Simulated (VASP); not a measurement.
# W (Pmmn) in VASP: notebook

W is run at these levels: r2SCAN; tasks: single point.

Everything below comes from runs of VASP 6.6.1. Logs are shortened: lines on timing, memory, paths and dates and some standing lists are left out, and cuts for length are marked.

## 1. The cell of the first run

The structure is orthorhombic, space group Pmmn (No. 59). The conventional cell has a = 2.871 Å, b = 4.060 Å, c = 2.871 Å, α = 90.00°, β = 90.00°, γ = 90.00°. W (site symmetry mm2) has 12 W at 2.69 to 3.09 Å within 3.6 Å.

## 2. Single point, r2SCAN (atoms displaced along a vibrational mode)

Contents of POSCAR:

```
W
1.0
    0.0000000000     -2.0300000000     -2.0300000000
    0.0000000000      2.0300000000     -2.0300000000
    4.0600000000      0.0000000000      0.0000000000
W
2
Direct
    0.4303343073      0.5000000000      0.5000000000
    0.0696656927      0.0000000000      0.0000000000
```

Contents of INCAR.step1:

```
  PREC = Accurate
  ENCUT = 550
  ISMEAR = 0
  SIGMA = 0.15
  LREAL = False
  LASPH = True
  NELM = 120
  NBANDS = 21
  GGA = PE
  ALGO = Normal
  EDIFF = 1E-5
  LWAVE = True
  LCHARG = False
  GGA_COMPAT = False
```

Contents of INCAR.step2:

```
  PREC = Accurate
  ENCUT = 550
  EDIFF = 1E-6
  ISMEAR = 0
  SIGMA = 0.15
  LREAL = False
  LASPH = True
  NELM = 120
  ALGO = Normal
  ISIF = 2
  LWAVE = False
  LCHARG = False
  METAGGA = R2SCAN
  LMIXTAU = True
  NBANDS = 21
  ISTART = 1
  GGA_COMPAT = False
```

Contents of KPOINTS:

```
Automatic mesh
0
Gamma
  16 16 12
```

Potentials or basis: VASP PAW PBE potentials, release 64 (W_sv).

Command:

```
$ cat potpaw_PBE.64/W_sv/POTCAR > POTCAR
$ cp INCAR.step1 INCAR
$ mpirun -np 1 vasp_std > vasp.out
$ cp INCAR.step2 INCAR
$ mpirun -np 1 vasp_std > vasp.out
```

OUTCAR:

```text
PREC = Accurate
   ENCUT = 550
   EDIFF = 1E-6
   ISMEAR = 0
   LREAL = False
   LASPH = True
   NELM = 120
   ISIF = 2
   METAGGA = R2SCAN
   ISTART = 1

 ion  position               nearest neighbor table
   1  0.430  0.500  0.500-   2 2.69   2 2.69   2 2.69   2 2.69   2 3.09   2 3.09   2 3.09   2 3.09

   2  0.070  0.000  0.000-   1 2.69   1 2.69   1 2.69   1 2.69   1 3.09   1 3.09   1 3.09   1 3.09

  LATTYP: Found a simple tetragonal cell.
 ALAT       =     2.8708535316
 C/A-ratio  =     1.4142135624

  Lattice vectors:

 A1 = (   0.0000000000,  -2.0300000000,  -2.0300000000)
 A2 = (   0.0000000000,   2.0300000000,  -2.0300000000)
 A3 = (   4.0600000000,   0.0000000000,   0.0000000000)

Analysis of symmetry for initial positions (statically):
=====================================================================
 Subroutine PRICEL returns:
 Original cell was already a primitive cell.

 Routine SETGRP: Setting up the symmetry group for a
 simple tetragonal supercell.

 Subroutine GETGRP returns: Found  8 space group operations
 (whereof  4 operations were pure point group operations)
 out of a pool of 16 trial point group operations.

The static configuration has the point symmetry C_2v.
 The point group associated with its full space group is D_2h.

Analysis of symmetry for dynamics (positions and initial velocities):
=====================================================================
 Subroutine PRICEL returns:
 Original cell was already a primitive cell.

 Routine SETGRP: Setting up the symmetry group for a
 simple tetragonal supercell.

 Subroutine GETGRP returns: Found  8 space group operations
 (whereof  4 operations were pure point group operations)
 out of a pool of 16 trial point group operations.

The dynamic configuration has the point symmetry C_2v.
 The point group associated with its full space group is D_2h.

 Subroutine INISYM returns: Found  8 space group operations
 (whereof  4 operations are pure point group operations),
 and found     1 'primitive' translations

----------------------------------------------------------------------------------------

                                     Primitive cell

  volume of cell :      33.4617

  direct lattice vectors                    reciprocal lattice vectors
     0.000000000 -2.030000000 -2.030000000     0.000000000 -0.246305419 -0.246305419
     0.000000000  2.030000000 -2.030000000     0.000000000  0.246305419 -0.246305419
     4.060000000  0.000000000  0.000000000     0.246305419  0.000000000  0.000000000

  length of vectors
     2.870853532  2.870853532  4.060000000     0.348328464  0.348328464  0.246305419

  position of ions in fractional coordinates (direct lattice)
     0.430334307  0.500000000  0.500000000
     0.069665693  0.000000000  0.000000000

  ion indices of the primitive-cell ions
   primitive index   ion index
                 1           1
                 2           2

----------------------------------------------------------------------------------------

 KPOINTS: Automatic mesh

Automatic generation of k-mesh.
 Grid dimensions read from file:
 generate k-points for:   16   16   12

 Generating k-lattice:

  Cartesian coordinates                     Fractional coordinates (reciprocal lattice)
     0.000000000 -0.015394089 -0.015394089     0.062500000  0.000000000  0.000000000
     0.000000000  0.015394089 -0.015394089     0.000000000  0.062500000  0.000000000
     0.020525452  0.000000000  0.000000000     0.000000000  0.000000000  0.083333333

  Length of vectors
     0.021770529  0.021770529  0.020525452

  Shift w.r.t. Gamma in fractional coordinates (k-lattice)
     0.000000000  0.000000000  0.000000000

 Subroutine IBZKPT returns following result:
 ===========================================

 Found    567 irreducible k-points:

 Following reciprocal coordinates:
            Coordinates               Weight
  0.000000  0.000000  0.000000      1.000000
  0.062500  0.000000  0.000000      2.000000
  0.000000  0.062500  0.000000      2.000000
  0.125000  0.000000  0.000000      2.000000
  0.000000  0.125000  0.000000      2.000000
  0.187500  0.000000  0.000000      2.000000
[... 16 lines left out ...]
  0.250000  0.062500  0.000000      4.000000
 -0.062500  0.250000  0.000000      4.000000
 [... further k-points ...]
   k-points           NKPTS =    567   k-points in BZ     NKDIM =    567   number of bands    NBANDS=     21
   number of dos      NEDOS =    301   number of ions     NIONS =      2
   total plane-waves  NPLWV =  18432
   dimension x,y,z NGX =    24 NGY =   24 NGZ =   32
   dimension x,y,z NGXF=    48 NGYF=   48 NGZF=   64
   ions per type =               2
   NGX,Y,Z   is equivalent  to a cutoff of  13.90, 13.90, 13.10 a.u.
   NGXF,Y,Z  is equivalent  to a cutoff of  27.80, 27.80, 26.21 a.u.
 SYSTEM =  unknown system
   PREC   = accura    normal or accurate (medium, high low for compatibility)
   ISTART =      1    job   : 0-new  1-cont  2-samecut
   ICHARG =      0    charge: 1-file 2-atom 10-const
   ISPIN  =      1    spin polarized calculation?
   LNONCOLLINEAR =      F non collinear calculations
   LSORBIT =      F    spin-orbit coupling
   LASPH  =      T    aspherical Exc in radial PAW
   ENCUT  =  550.0 eV  40.42 Ry    6.36 a.u.   5.49  5.49  7.76*2*pi/ulx,y,z
   NELM   =    120;   NELMIN=  2; NELMDL=  0     # of ELM steps
   EDIFF  = 0.1E-05   stopping-criterion for ELM
   LREAL  =      F    real-space projection
   EDIFFG = 0.1E-04   stopping-criterion for IOM
   NSW    =      0    number of steps for IOM
   IBRION =     -1    ionic relax: 0-MD 1-quasi-New 2-CG
   NFREE  =      0    steps in history (QN), initial steepest desc. (CG)
   ISIF   =      2    stress and relaxation
   ISYM   =      2    0-nonsym 1-usesym 2-fastsym
   POTIM  = 0.5000    time-step for ionic-motion
   TEBEG  =    0.0;   TEEND  =   0.0 temperature during run
   PSTRESS=    0.0 pullay stress
   NELECT =      28.0000    total number of electrons
   NUPDOWN=      -1.0000    fix difference up-down
   EMIN   =  10.00;   EMAX   =-10.00  energy-range for DOS
   EFERMI =   0.00;   METHOD = LEGACY
   ISMEAR =     0;   SIGMA  =   0.15  broadening in eV -4-tet -1-fermi 0-gaus
   EFERMI_NEDOS =   21; number of points for ismear=-14 and -15
   IALGO  =     38    algorithm
   IMIX   =      4    mixing-type and parameters
     AMIX     =   0.40;   BMIX     =  1.00
     AMIX_MAG =   1.60;   BMIX_MAG =  1.00
  volume/ion in A,a.u.               =      16.73       112.91
  Fermi-wavevector in a.u.,A,eV,Ry     =   1.542688  2.915258 32.380324  2.379887
  Thomas-Fermi vector in A             =   2.648457
   LORBIT       =      0    0 simple, 1 ext, 2 COOP (PROOUT), +10 PAW based schemes
   METAGGA = R2SCAN    functional components
   LHFCALC =     F    Hartree Fock is set to
   AEXX    =    0.0000 exact exchange contribution
   IVDW    =     0    specifies the selected vdW correction
   LEPSILON=     F    determine dielectric tensor
   LRPA    =     F    only Hartree local field effects (RPA)
 non-spin polarized calculation
 Gauss-broadening in eV      SIGMA  =   0.15
  energy-cutoff  :      550.00
  volume of cell :       33.46
 maximum number of plane-waves:      1008
 NGX is ok and might be reduce to    24
   NGX = 11   NGY = 11   NGZ = 15

 number of electron      27.9999998 magnetization

 Free energy of the ion-electron system (eV)
  ---------------------------------------------------
  ext. energy  EPLUGINS =         0.00000000
  ---------------------------------------------------
  free energy    TOTEN  =      -101.40065348 eV

  energy without entropy =     -101.38155401  energy(sigma->0) =     -101.39110375

 E-fermi :  10.2106     XC(G=0): -14.5507

 val. band max:       10.2071821138   @ k =   0.5000   0.0000   0.4167
 cond. band min:      10.2109652878   @ k =  -0.1250   0.4375   0.5000
 fundamental gap:      0.0037831740
 Fermi energy:        10.2105654676

 k-point     1 :       0.0000    0.0000    0.0000
  band No.  band energies     occupation
      1     -65.5129      2.00000
      2     -65.3224      2.00000
      3     -29.6616      2.00000
      4     -28.9464      2.00000
      5     -28.8550      2.00000
      6     -28.5702      2.00000
[... 13 lines left out ...]
     20      16.3798      0.00000
     21      22.3057      0.00000

 k-point     2 :       0.0625    0.0000    0.0000
  band No.  band energies     occupation
      1     -65.5106      2.00000
      2     -65.3219      2.00000
      3     -29.6527      2.00000
      4     -28.9418      2.00000
      5     -28.8768      2.00000
      6     -28.5978      2.00000
[... 13 lines left out ...]
     20      16.3220      0.00000
     21      22.4092      0.00000

 k-point     3 :       0.0000    0.0625    0.0000
  band No.  band energies     occupation
      1     -65.5097      2.00000
      2     -65.3228      2.00000
      3     -29.6472      2.00000
      4     -28.9681      2.00000
      5     -28.8530      2.00000
      6     -28.5685      2.00000
[... 13 lines left out ...]
     20      16.9041      0.00000
     21      21.5522      0.00000

 k-point     4 :       0.1250    0.0000    0.0000
  band No.  band energies     occupation
      1     -65.5040      2.00000
      2     -65.3205      2.00000
      3     -29.6266      2.00000
      4     -28.9380      2.00000
      5     -28.9286      2.00000
      6     -28.6761      2.00000
[... 13 lines left out ...]
     20      16.5541      0.00000
     21      21.2323      0.00000

 k-point     5 :       0.0000    0.1250    0.0000
  band No.  band energies     occupation
      1     -65.5003      2.00000
      2     -65.3242      2.00000
      3     -29.6047      2.00000
      4     -29.0280      2.00000
      5     -28.8498      2.00000
      6     -28.5650      2.00000
[... 13 lines left out ...]
     20      18.0514      0.00000
     21      20.3463      0.00000
[... 382 lines left out ...]
     20      18.3408      0.00000
     21      20.2430      0.00000

 k-point    22 :      -0.0625    0.1875    0.0000
  band No.  band energies     occupation
      1     -65.4835      2.00000
      2     -65.3263      2.00000
      3     -29.5280      2.00000
      4     -29.1125      2.00000
      5     -28.8763      2.00000
      6     -28.6456      2.00000
[... 13 lines left out ...]
     20      19.4488      0.00000
     21      19.4696      0.00000

 k-point    23 :       0.2500    0.0625    0.0000
  band No.  band energies     occupation
      1     -65.4789      2.00000
      2     -65.3166      2.00000
      3     -29.5232      2.00000
      4     -29.1338      2.00000
      5     -28.9509      2.00000
      6     -28.8792      2.00000
[... 13 lines left out ...]
     20      19.3165      0.00000
     21      19.7571      0.00000

 k-point    24 :      -0.0625    0.2500    0.0000
  band No.  band energies     occupation
      1     -65.4647      2.00000
      2     -65.3309      2.00000
      3     -29.4372      2.00000
      4     -29.2062      2.00000
      5     -28.9361      2.00000
      6     -28.7032      2.00000
[... 13 lines left out ...]
     20      18.4268      0.00000
     21      20.9157      0.00000

 [... further k-points ...]

------------------------ aborting loop because EDIFF is reached ----------------------------------------

  FORCE on cell =-STRESS in cart. coord.  units (eV):
  Direction    XX          YY          ZZ          XY          YZ          ZX
  --------------------------------------------------------------------------------------
  -------------------------------------------------------------------------------------
  Total        0.6186634     -0.4095216     -0.4095216      0.0000000     -2.8996843      0.0000000
  in kB       29.6221724    -19.6082689    -19.6082689      0.0000000   -138.8395505      0.0000000
  external PRESSURE =      -3.1981218 kB  Pullay stress =       0.0000000 kB

 VOLUME and BASIS-vectors are now :
 -----------------------------------------------------------------------------
  energy-cutoff  :      550.00
  volume of cell :       33.46
      direct lattice vectors                 reciprocal lattice vectors
     0.000000000 -2.030000000 -2.030000000     0.000000000 -0.246305419 -0.246305419
     0.000000000  2.030000000 -2.030000000     0.000000000  0.246305419 -0.246305419
     4.060000000  0.000000000  0.000000000     0.246305419  0.000000000  0.000000000

 POSITION                                       TOTAL-FORCE (eV/Angst)
 -----------------------------------------------------------------------------------
      2.03000      0.14142     -1.88858         0.000000     -0.600140     -0.600140
      0.00000     -0.14142     -0.14142         0.000000      0.600140      0.600140
 -----------------------------------------------------------------------------------
    total drift:                               -0.000000     -0.000000     -0.000000

  FREE ENERGIE OF THE ION-ELECTRON SYSTEM (eV)
  ---------------------------------------------------
  free  energy   TOTEN  =      -101.4006534846 eV

  energy  without entropy=     -101.3815540141  energy(sigma->0) =     -101.39110375
```

Run time: 12 min. Hardware: 1 thread of Oxide Virtual Turin-like, shared host; peak memory 0.39 GiB.

What came out:

* Free energy: -101.4007 eV
* Pressure: -0.3 GPa
* Largest force: 0.849 eV/Å
* Band gap on the k mesh: zero (bands 14 and 15 overlap by 2.45 eV)

Forces in eV/Å, atoms in the order of the input:
```
W    0.000 -0.600 -0.600
W    0.000  0.600  0.600
```

Stress tensor (GPa, compression positive):
```
  2.96   0.00   0.00
  0.00  -1.96 -13.88
  0.00 -13.88  -1.96
```

Caveat: the cell differs from its parent crystal (atoms displaced along a vibrational mode); the PAW data sets were made with another functional, which shifts forces and pressure a little; spin-orbit coupling is left out, which moves the levels of the heavy elements.

## 3. Single point, r2SCAN (atoms displaced along a vibrational mode)

Contents of POSCAR:

```
W
1.0
    0.0000000000     -2.0300000000     -2.0300000000
    0.0000000000      2.0300000000     -2.0300000000
    4.0600000000      0.0000000000      0.0000000000
W
2
Direct
    0.5609574811      0.5000000000      0.5000000000
   -0.0609574811      0.0000000000      0.0000000000
```

Contents of INCAR.step1:

```
PREC = Accurate
ENCUT = 550
ISMEAR = 0
SIGMA = 0.15
LREAL = False
LASPH = True
NELM = 120
NBANDS = 21
GGA = PE
ALGO = Normal
EDIFF = 1E-5
LWAVE = True
LCHARG = False
GGA_COMPAT = False
```

Contents of INCAR.step2:

```
PREC = Accurate
ENCUT = 550
EDIFF = 1E-6
ISMEAR = 0
SIGMA = 0.15
LREAL = False
LASPH = True
NELM = 120
ALGO = Normal
ISIF = 2
LWAVE = False
LCHARG = False
METAGGA = R2SCAN
LMIXTAU = True
NBANDS = 21
ISTART = 1
GGA_COMPAT = False
```

Contents of KPOINTS:

```
regular mesh
0
Gamma
  16 16 12
```

Potentials or basis: VASP PAW PBE potentials, release 64 (W_sv).

Command:

```
$ cat potpaw_PBE.64/W_sv/POTCAR > POTCAR
$ cp INCAR.step1 INCAR
$ mpirun -np 1 vasp_std > vasp.out
$ cp INCAR.step2 INCAR
$ mpirun -np 1 vasp_std > vasp.out
```

It took 22 min on 1 thread of Oxide Virtual Turin-like, shared host; peak memory 0.4 GiB.

Results (log left out):

```
Free energy            : -101.4397 eV
Pressure               : -1.9 GPa
Largest force          : 0.728 eV/Å
Band gap on the k mesh : zero (bands 14 and 15 overlap by 2.67 eV)
```

Forces in eV/Å, atoms in the order of the input:
```
W    0.000  0.515  0.515
W    0.000 -0.515 -0.515
```

Stress tensor (GPa, compression positive):
```
  0.67   0.00   0.00
  0.00  -3.24 -11.93
  0.00 -11.93  -3.24
```

Levels at points of the mesh, in eV from the Fermi level:
| k point | band 10 | band 11 | band 12 | band 13 | band 14 | band 15 | band 16 | band 17 | band 18 | band 19 |
| --- | --- | --- | --- | --- | --- | --- | --- | --- | --- | --- |
| (0.00, 0.00, 0.00) | -5.67 | -4.55 | -1.18 | -1.00 | 0.00 | 2.44 | 2.90 | 2.92 | 4.41 | 4.72 |
| (0.50, 0.00, 0.00) | -3.95 | -3.08 | -2.86 | -1.16 | -0.54 | 0.51 | 0.59 | 1.34 | 4.04 | 5.60 |
| (0.00, 0.50, 0.00) | -4.33 | -2.50 | -2.50 | -2.33 | -2.33 | 1.58 | 1.58 | 2.68 | 2.68 | 6.65 |
| (0.50, 0.50, 0.00) | -5.57 | -4.61 | -4.61 | 2.23 | 2.23 | 5.11 | 5.11 | 5.67 | 5.67 | 5.83 |
| (0.00, 0.00, 0.50) | -6.38 | -3.40 | -3.40 | -0.43 | -0.43 | 1.21 | 1.21 | 2.64 | 2.64 | 4.09 |
| (0.50, 0.00, 0.50) | -5.79 | -1.14 | -1.14 | -0.75 | -0.75 | 0.52 | 0.52 | 4.83 | 4.83 | 5.42 |
| (0.00, 0.50, 0.50) | -5.79 | -1.22 | -1.22 | -0.26 | -0.26 | 0.37 | 0.37 | 3.90 | 3.90 | 5.14 |
| (0.50, 0.50, 0.50) | -4.17 | -2.64 | -2.64 | -1.66 | -1.66 | 1.79 | 1.79 | 5.70 | 5.70 | 9.30 |

Caveat: the cell differs from its parent crystal (atoms displaced along a vibrational mode); the PAW data sets were made with another functional, which shifts forces and pressure a little; spin-orbit coupling is left out, which moves the levels of the heavy elements.
